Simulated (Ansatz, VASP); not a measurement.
One calculation of GaN, two programs

INCAR

```
SYSTEM = GaN
PREC = Accurate ; ENCUT = 600
EDIFF = 1E-6 ; ISMEAR = 0
SIGMA = 0.01 ; LREAL = .False.
LASPH = .True. ; NELM = 120
ALGO = Normal ; ISIF = 2
LWAVE = .False. ; LCHARG = .False.
GGA = PE ; NBANDS = 16
GGA_COMPAT = .False.
```

The input KPOINTS:

```
regular mesh
0
Gamma
  6 6 6
  0 0 0
```

File POSCAR:

```
GaN
1.0
    0.0000000000      2.2535010000      2.2535010000
    2.2535010000      0.0000000000      2.2535010000
    2.2535010000      2.2535010000      0.0000000000
Ga N
1 1
Direct
    0.0000000000      0.0000000000      0.0000000000
    0.7500000000      0.7500000000      0.7500000000
```

Input for Ansatz:

```yaml
crystal:
  lattice:
    - [0.0, 2.253501, 2.253501]
    - [2.253501, 0.0, 2.253501]
    - [2.253501, 2.253501, 0.0]
  atoms:
    - { symbol: Ga, position: [0.0, 0.0, 0.0] }
    - { symbol: "N", position: [0.75, 0.75, 0.75] }
basis:
  ecutwfc: 489.804952427784
kpoints:
  mp_grid:
    grid: [6, 6, 6]
  band_path:
    path:
      - [-0.375, 0.0, 0.375]
      - [0.0, 0.0, 0.0]
      - [0.0, 0.0, 0.5]
      - [-0.5, -0.25, 0.25]
      - [-0.5, -0.5, 0.0]
    npoints: 1
hamiltonian:
  xc: pbe
scf:
  occupations:
    method: fixed
output:
  fatbands: true
```

Alike in both runs: task single point; functional PBE; k mesh 6 × 6 × 6; no spin polarisation.

|  | VASP | Ansatz |
| --- | --- | --- |
| version | VASP 6.6.1 | Ansatz 0.2.0 |
| potentials or method | VASP PAW PBE potentials, release 64 (Ga_d, N), cutoff 600 eV | plane waves, PAW |
| occupations | gaussian, width 0.01 eV | fixed |
| valence electrons in the cell | 18 | 18 |

|  | VASP | Ansatz | Ansatz less VASP |
| --- | --- | --- | --- |
| gap on the k mesh at the Fermi level (eV) | 1.72 | 1.72 | -0.006 |
